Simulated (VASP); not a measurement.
# K (P4/mmm) in VASP: a series of runs, part 2 of 2

VASP 6.6.1. Earlier steps stand in the parts before.

## 4. Single point, PBEsol (strain +0.0750 x Voigt [1, 0, 0, 0, 0, 0])

Input file INCAR:

```
PREC = Accurate
ENCUT = 520
EDIFF = 1E-6
ISMEAR = 0
SIGMA = 0.15
LREAL = F
LASPH = T
NELM = 60
ALGO = Fast
ISIF = 2
LWAVE = F
LCHARG = F
GGA = PS
NBANDS = 10
```

Input file KPOINTS:

```
regular mesh
0
Gamma
  12 12 12
```

Input file POSCAR:

```
K
1.0
    4.6337224518      0.0000000000      0.0000000000
    0.0000000000      4.3104394900      0.0000000000
    0.0000000000      0.0000000000      4.3104394900
K
1
Direct
    0.0000000000      0.0000000000      0.0000000000
```

Potentials or basis: VASP PAW PBE potentials, release 64 (K_sv).

Launch:

```console
> cat potpaw_PBE.64/K_sv/POTCAR > POTCAR
> mpirun -np 1 vasp_std > vasp.out
```

OUTCAR:

```text
PREC = Accurate
   ENCUT = 520
   EDIFF = 1E-6
   ISMEAR = 0
   LREAL = F
   LASPH = T
   NELM = 60
   ISIF = 2
   GGA = PS

 ion  position               nearest neighbor table
   1  0.000  0.000  0.000-

  LATTYP: Found a simple tetragonal cell.
 ALAT       =     4.3104394900
 C/A-ratio  =     1.0750000000

  Lattice vectors:

 A1 = (   0.0000000000,   4.3104394900,   0.0000000000)
 A2 = (   0.0000000000,   0.0000000000,   4.3104394900)
 A3 = (   4.6337224518,   0.0000000000,   0.0000000000)
[... 491 lines left out ...]
      9       4.7084      0.00000
     10       5.2697      0.00000

 [... further k-points ...]

------------------------ aborting loop because EDIFF is reached ----------------------------------------

  FORCE on cell =-STRESS in cart. coord.  units (eV):
  Direction    XX          YY          ZZ          XY          YZ          ZX
  --------------------------------------------------------------------------------------
  -------------------------------------------------------------------------------------
  Total       -0.3054086     -0.0666141     -0.0666141     -0.0000000      0.0000000      0.0000000
  in kB       -5.6835370     -1.2396629     -1.2396629     -0.0000000      0.0000000      0.0000000
  external PRESSURE =      -2.7209543 kB  Pullay stress =       0.0000000 kB

 VOLUME and BASIS-vectors are now :
 -----------------------------------------------------------------------------
  energy-cutoff  :      520.00
  volume of cell :       86.09
      direct lattice vectors                 reciprocal lattice vectors
     4.633722452  0.000000000  0.000000000     0.215809214  0.000000000  0.000000000
     0.000000000  4.310439490  0.000000000     0.000000000  0.231994905  0.000000000
     0.000000000  0.000000000  4.310439490     0.000000000  0.000000000  0.231994905

 POSITION                                       TOTAL-FORCE (eV/Angst)
 -----------------------------------------------------------------------------------
      0.00000      0.00000      0.00000         0.000000      0.000000      0.000000
 -----------------------------------------------------------------------------------
    total drift:                                0.000000      0.000000     -0.000000

  FREE ENERGIE OF THE ION-ELECTRON SYSTEM (eV)
  ---------------------------------------------------
  free  energy   TOTEN  =        -1.0142791009 eV

  energy  without entropy=       -1.0050328000  energy(sigma->0) =       -1.00965595
```

Wall time 37 s (1 thread of Intel Xeon 6975P-C (Granite Rapids), shared host); peak memory 0.29 GiB.

Results:

| Quantity | Value |
| --- | --- |
| Free energy | -1.0143 eV |
| Pressure | -0.3 GPa |

Caveat: the cell differs from its parent crystal (strain +0.0750 x Voigt [1, 0, 0, 0, 0, 0]); the PAW data sets were made with another functional, which shifts forces and pressure a little.

## 5. Single point, PBEsol (strain +0.0875 x Voigt [1, 0, 0, 0, 0, 0])

Input file INCAR:

```
ALGO     = Fast           # electronic algorithm
EDIFF    = 1E-6           # SCF threshold, eV
ENCUT    = 520            # plane-wave cutoff, eV
GGA      = PS             # functional
ISIF     = 2              # what is computed and relaxed
ISMEAR   = 0              # smearing method
LASPH    = T              # aspherical terms in the spheres
LCHARG   = F              # write CHGCAR
LREAL    = F              # projectors in reciprocal space
LWAVE    = F              # write WAVECAR
NBANDS   = 10             # bands
NELM     = 60             # most SCF steps
PREC     = Accurate       # precision mode
SIGMA    = 0.15           # smearing width, eV
```

Input file KPOINTS:

```
k-points
0
Gamma
  12 12 12
```

Changes to POSCAR since step 4:

```diff
@@ -2,3 +2,3 @@
 1.0
-    4.6337224518      0.0000000000      0.0000000000
+    4.6876029454      0.0000000000      0.0000000000
     0.0000000000      4.3104394900      0.0000000000
```

Potentials or basis: VASP PAW PBE potentials, release 64 (K_sv).

Launch:

```console
> cat potpaw_PBE.64/K_sv/POTCAR > POTCAR
> mpirun -np 1 vasp_std > vasp.out
```

OUTCAR:

```text
EDIFF = 1E-6
   ENCUT = 520
   GGA = PS
   ISIF = 2
   ISMEAR = 0
   LASPH = T
   LREAL = F
   NELM = 60
   PREC = Accurate

 ion  position               nearest neighbor table
   1  0.000  0.000  0.000-

  LATTYP: Found a simple tetragonal cell.
 ALAT       =     4.3104394900
 C/A-ratio  =     1.0875000000

  Lattice vectors:

 A1 = (   0.0000000000,   4.3104394900,   0.0000000000)
 A2 = (   0.0000000000,   0.0000000000,   4.3104394900)
 A3 = (   4.6876029454,   0.0000000000,   0.0000000000)

[... 492 lines left out ...]

 [... further k-points ...]

------------------------ aborting loop because EDIFF is reached ----------------------------------------

  FORCE on cell =-STRESS in cart. coord.  units (eV):
  Direction    XX          YY          ZZ          XY          YZ          ZX
  --------------------------------------------------------------------------------------
  -------------------------------------------------------------------------------------
  Total       -0.3331452     -0.0654088     -0.0654088      0.0000000      0.0000000      0.0000000
  in kB       -6.1284432     -1.2032413     -1.2032413      0.0000000      0.0000000      0.0000000
  external PRESSURE =      -2.8449752 kB  Pullay stress =       0.0000000 kB

 VOLUME and BASIS-vectors are now :
 -----------------------------------------------------------------------------
  energy-cutoff  :      520.00
  volume of cell :       87.10
      direct lattice vectors                 reciprocal lattice vectors
     4.687602945  0.000000000  0.000000000     0.213328648  0.000000000  0.000000000
     0.000000000  4.310439490  0.000000000     0.000000000  0.231994905  0.000000000
     0.000000000  0.000000000  4.310439490     0.000000000  0.000000000  0.231994905

 POSITION                                       TOTAL-FORCE (eV/Angst)
 -----------------------------------------------------------------------------------
      0.00000      0.00000      0.00000         0.000000      0.000000      0.000000
 -----------------------------------------------------------------------------------
    total drift:                                0.000000     -0.000000     -0.000000

  FREE ENERGIE OF THE ION-ELECTRON SYSTEM (eV)
  ---------------------------------------------------
  free  energy   TOTEN  =        -1.0106516392 eV

  energy  without entropy=       -1.0015060047  energy(sigma->0) =       -1.00607882
```

OSZICAR:

```text
N       E                     dE             d eps       ncg     rms          rms(c)
DAV:   1     0.446215355376E+02    0.44622E+02   -0.34717E+03  3920   0.672E+02
DAV:   2     0.667799563797E+00   -0.43954E+02   -0.43417E+02  4208   0.185E+02
DAV:   3    -0.953096550349E+00   -0.16209E+01   -0.16128E+01  6186   0.283E+01
DAV:   4    -0.101246702166E+01   -0.59370E-01   -0.59221E-01  5340   0.445E+00
DAV:   5    -0.101391857030E+01   -0.14515E-02   -0.14511E-02  6122   0.500E-01    0.150E+00
RMM:   6    -0.101165911206E+01    0.22595E-02   -0.22794E-03  5402   0.341E-01    0.100E+00
RMM:   7    -0.101056575925E+01    0.10934E-02   -0.58177E-03  5558   0.471E-01    0.915E-02
RMM:   8    -0.101061748483E+01   -0.51726E-04   -0.10252E-03  6004   0.280E-01    0.428E-02
RMM:   9    -0.101065086995E+01   -0.33385E-04   -0.16498E-04  6239   0.937E-02    0.237E-02
RMM:  10    -0.101064902602E+01    0.18439E-05   -0.71892E-05  6285   0.557E-02    0.708E-03
RMM:  11    -0.101065067735E+01   -0.16513E-05   -0.12946E-05  6357   0.194E-02    0.630E-03
RMM:  12    -0.101065163918E+01   -0.96183E-06   -0.50981E-06  5576   0.110E-02
   1 F= -.10106516E+01 E0= -.10060788E+01  d E =-.914563E-02
```

Wall time 38 s (1 thread of Intel Xeon 6975P-C (Granite Rapids), shared host); peak memory 0.3 GiB.

What came out:

- Free energy: -1.0107 eV
- Pressure: -0.3 GPa

Caveat: the cell differs from its parent crystal (strain +0.0875 x Voigt [1, 0, 0, 0, 0, 0]); the PAW data sets were made with another functional, which shifts forces and pressure a little.

## 6. Single point, PBEsol (strain +0.1000 x Voigt [1, 0, 0, 0, 0, 0])

Input file INCAR:

```
  ALGO = Fast
  EDIFF = 1E-6
  ENCUT = 520
  GGA = PS
  ISIF = 2
  ISMEAR = 0
  LASPH = True
  LCHARG = False
  LREAL = False
  LWAVE = False
  NBANDS = 10
  NELM = 60
  PREC = Accurate
  SIGMA = 0.15
```

KPOINTS is that of step 5.

Changes to POSCAR since step 5:

```diff
@@ -2,3 +2,3 @@
 1.0
-    4.6876029454      0.0000000000      0.0000000000
+    4.7414834390      0.0000000000      0.0000000000
     0.0000000000      4.3104394900      0.0000000000
```

Potentials or basis: VASP PAW PBE potentials, release 64 (K_sv).

Launch:

```console
> cat potpaw_PBE.64/K_sv/POTCAR > POTCAR
> mpirun -np 1 vasp_std > vasp.out
```

Wall time 38 s (1 thread of Intel Xeon 6975P-C (Granite Rapids), shared host); peak memory 0.29 GiB.

Results (log left out):

```
Free energy : -1.0068 eV
Pressure    : -0.3 GPa
```

Stress tensor (GPa, compression positive):
```
-0.65  0.00  0.00
 0.00 -0.12  0.00
 0.00  0.00 -0.12
```

Levels at points of the mesh, in eV from the Fermi level:
```
           k point  band 2  band 3  band 4  band 5  band 6  band 7
(0.00, 0.00, 0.00)  -15.78  -15.76  -15.76   -1.93    2.69    2.96
(0.50, 0.00, 0.00)  -15.81  -15.76  -15.76   -0.38    0.04    3.34
(0.00, 0.50, 0.00)  -15.85  -15.77  -15.76    0.09    0.28    3.46
(0.50, 0.50, 0.00)  -15.84  -15.80  -15.75    1.21    1.76    1.78
(0.00, 0.50, 0.50)  -15.84  -15.84  -15.76    1.25    2.24    2.25
(0.50, 0.50, 0.50)  -15.83  -15.83  -15.79    2.06    2.43    2.43
```

Caveat: the cell differs from its parent crystal (strain +0.1000 x Voigt [1, 0, 0, 0, 0, 0]); the PAW data sets were made with another functional, which shifts forces and pressure a little.

## 7. Overview

```tsv
cell	gap on the mesh (eV)	pressure (GPa)
a = 3.879, b = 4.310, c = 4.310 Å, 1 atom	none	0.2
a = 3.987, b = 4.310, c = 4.310 Å, 1 atom	none	0.1
a = 4.634, b = 4.310, c = 4.310 Å, 1 atom	none	-0.3
a = 4.688, b = 4.310, c = 4.310 Å, 1 atom	none	-0.3
a = 4.741, b = 4.310, c = 4.310 Å, 1 atom	none	-0.3
```

Alike in all rows: task single point; level PBEsol; potentials or basis VASP PAW PBE potentials, release 64 (K_sv); no spin polarisation; k mesh 12 × 12 × 12; cutoff (eV) 520; smearing gaussian 0.15 eV.

Caveats: the PAW data sets were made with another functional, which shifts forces and pressure a little.

Total energies depend on the potentials used, so only differences within one code and one set of settings carry meaning.
